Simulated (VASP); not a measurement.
# CuAu: single point with PBEsol

Crystal: CuAu.

```xyz
2
Lattice="2.8107 0.0000 0.0000 0.0000 2.8107 0.0000 0.0000 0.0000 3.6850" Properties=species:S:1:pos:R:3 pbc="T T T"
Au    0.0000    0.0000    0.0000
Cu    1.4054    1.4054    1.8425
```

```yaml
Program: VASP 6.6.1
Task: single point
Functional: PBEsol
Potentials_or_basis: VASP PAW PBE potentials, release 64 (Au, Cu)
Cutoff: 520 eV
k_mesh: 9 × 9 × 7
Occupations: fermi-dirac, width 0.05 eV
Spin: non-collinear spin, zero start, spin-orbit coupling
Starting_moments: "[[0.0, 0.0, 0.0], [0.0, 0.0, 0.0]] μB"
```

```
Pressure                                              : -4.7 GPa
Net moment                                            : 0.00 μB per cell
Valence electrons inside the program's atomic spheres : Au 9.71; Cu 9.91
```

Moments on the atoms (μB; x, y, z):
```
Au  0.00 0.00 0.00
Cu  0.00 0.00 0.00
```

Wall time 78 s on 1 thread of Intel Xeon 6975P-C, on a shared host, peak memory 0.26 GiB.

Caveat: the PAW data sets were made with another functional, which shifts forces and pressure a little.
